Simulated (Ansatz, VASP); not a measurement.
TiO2: VASP beside Ansatz

INCAR

```
SYSTEM = TiO2
PREC = Accurate
ENCUT = 520
EDIFF = 1E-6
ISMEAR = -1
SIGMA = 0.05
LREAL = .FALSE.
LASPH = .TRUE.
NELM = 150
ALGO = Normal
ISIF = 2
LWAVE = .FALSE.
LCHARG = .FALSE.
LMAXMIX = 4
LDAU = .TRUE.
LDAUTYPE = 2
LDAUL = 2 -1
LDAUU = 2 0
LDAUJ = 0 0
LDAUPRINT = 1
GGA = PE
NBANDS = 60
```

File KPOINTS:

```
regular mesh
0
G
  6 5 6
  0 0 0
```

File POSCAR:

```
TiO2
1.0
    4.5453495500      0.0000000000      0.0000000000
    0.0000000000      5.5196194400      0.0000000000
    0.0000000000      0.0000000000      4.9091968600
Ti O
4 8
Direct
    0.0000000000      0.1729909300      0.7500000000
    0.5000000000      0.3270090700      0.2500000000
    0.0000000000      0.8270090700      0.2500000000
    0.5000000000      0.6729909300      0.7500000000
    0.2714506200      0.3817246400      0.9186490800
    0.7714506200      0.1182753600      0.0813509200
    0.2285493800      0.1182753600      0.4186490800
    0.7285493800      0.3817246400      0.5813509200
    0.2714506200      0.6182753600      0.4186490800
    0.7714506200      0.8817246400      0.5813509200
    0.2285493800      0.8817246400      0.9186490800
    0.7285493800      0.6182753600      0.0813509200
```

input.yaml

```yaml
crystal:
  lattice:
    - [4.54534955, 0.0, 0.0]
    - [0.0, 5.51961944, 0.0]
    - [0.0, 0.0, 4.90919686]
  atoms:
    - { symbol: Ti, position: [0.0, 0.17299093, 0.75] }
    - { symbol: Ti, position: [0.5, 0.32700907, 0.25] }
    - { symbol: Ti, position: [0.0, 0.82700907, 0.25] }
    - { symbol: Ti, position: [0.5, 0.67299093, 0.75] }
    - { symbol: O, position: [0.27145062, 0.38172464, 0.91864908] }
    - { symbol: O, position: [0.77145062, 0.11827536, 0.08135092] }
    - { symbol: O, position: [0.22854938, 0.11827536, 0.41864908] }
    - { symbol: O, position: [0.72854938, 0.38172464, 0.58135092] }
    - { symbol: O, position: [0.27145062, 0.61827536, 0.41864908] }
    - { symbol: O, position: [0.77145062, 0.88172464, 0.58135092] }
    - { symbol: O, position: [0.22854938, 0.88172464, 0.91864908] }
    - { symbol: O, position: [0.72854938, 0.61827536, 0.08135092] }
hamiltonian:
  xc: pbe
  pseudopotentials: { kind: paw }
  hubbard: { sites: [{ species: Ti, l: d, u_eff: 2.0 }] }
kpoints:
  mp_grid: { grid: [6, 5, 6] }
scf:
  occupations: { method: fermi_dirac, width: 0.05 }
  n_extra_bands: 30
output:
  forces: true
  stress: true
  eigenvalues: true
  dos: { projected: true, de: 0.05, nscf_kmesh: { grid: [9, 8, 9] } }
```

Alike in both runs: functional PBE; k mesh 6 × 5 × 6; occupations fermi-dirac, width 0.05 eV; no spin polarisation; Hubbard terms Ti d U = 2.0 eV.

```csv
,VASP,Ansatz
version,VASP 6.6.1,Ansatz 0.2.0
potentials or method,"VASP PAW PBE potentials, release 64 (Ti_sv, O)",Ansatz PAW
plane-wave cutoff (eV),520,420
valence electrons in the cell,96,96
task,single point,projected density of states
```

```tsv
	VASP	Ansatz	Ansatz less VASP
gap on the k mesh at the Fermi level (eV)	2.82	2.81	-0.011
least direct gap on the mesh (eV)	2.89	2.88	-0.008
pressure (GPa)	8.7	5.8	-2.89
traceless stress, the component that is largest in VASP (GPa)	-0.77	-0.36	+0.407
rms of the force components (eV/Å)	0.112	0.034	-0.0786
```

The programs project onto different local orbitals, so the same U acts differently, and such runs can settle in different states. Atom by atom the forces differ by 0.085 eV/Å (rms over components).

Noted on Ansatz's run: odd divisions of the mesh miss points on the zone boundary, where band edges often lie, so the gap on the mesh can be too wide.
